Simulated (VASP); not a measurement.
A run of VASP 6.6.1 is set up as follows.

INCAR

```
PREC = Accurate
ENCUT = 520
EDIFF = 1E-6
ISMEAR = 0
SIGMA = 0.1
LREAL = False
LASPH = True
NELM = 60
ALGO = Normal
ISIF = 2
LWAVE = False
LCHARG = False
NBANDS = 23
```

KPOINTS

```
Automatic mesh
0
Gamma
  6 6 4
```

The input POSCAR:

```
NiSb
1.0
    3.9399999606      0.0000000000      0.0000000000
   -1.9699999803      3.4121400568      0.0000000000
    0.0000000000      0.0000000000      5.1400000000
Ni Sb
2 2
Direct
    0.0000000000      0.0000000000      0.0000000000
    0.0000000000      0.0000000000      0.5000000000
    0.3333333333      0.6666666667      0.2500000000
    0.6666666667      0.3333333333      0.7500000000
```

Potentials or basis: VASP PAW LDA potentials, release 64 (Ni, Sb).

The run is started by

```sh
$ cat potpaw_LDA.64/Ni/POTCAR potpaw_LDA.64/Sb/POTCAR > POTCAR
$ mpirun -np 1 vasp_std > vasp.out
```

(1) What does it give for the band gap on the k mesh?

(2) Predict the pressure.

Answers

(1) zero (bands 15 and 16 overlap by 3.32 eV).

(2) -6.1 GPa.

Caveat: the cell stands under tension; spin-orbit coupling is left out, which moves the levels of the heavy elements.
